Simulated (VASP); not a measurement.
Here is a VASP 6.6.1 calculation.

INCAR

```
SYSTEM = AlCu
PREC = Accurate ; ENCUT = 520
EDIFF = 1E-6 ; ISMEAR = 0
SIGMA = 0.15 ; LREAL = .FALSE.
LASPH = .TRUE. ; NELM = 100
ALGO = Fast ; ISIF = 2
LWAVE = .FALSE. ; LCHARG = .FALSE.
GGA = PS ; NBANDS = 14
```

File KPOINTS:

```
Automatic mesh
0
G
  16 16 16
  0 0 0
```

Contents of POSCAR:

```
AlCu
1.0
    2.8820961788      0.0000000000      0.0000000000
    0.0000000000      2.8820961788      0.0000000000
    0.0000000000      0.0000000000      2.8820961788
Al Cu
1 1
Direct
   -0.0259472604      0.0000000000      0.0000000000
    0.5110171687      0.5000000000      0.5000000000
```

Potentials or basis: VASP PAW PBE potentials, release 64 (Al, Cu).

Run with:

```console
$ cat potpaw_PBE.64/Al/POTCAR potpaw_PBE.64/Cu/POTCAR > POTCAR
$ mpirun -np 1 vasp_std > vasp.out
```

(1) Estimate the pressure.

(2) What does it give for the largest force?

Results:

(1) 12.5 GPa.

(2) 0.653 eV/Å.

Caveat: the cell differs from its parent crystal (atoms displaced along a vibrational mode, the cell strained); the cell stands under pressure; the PAW data sets were made with another functional, which shifts forces and pressure a little.
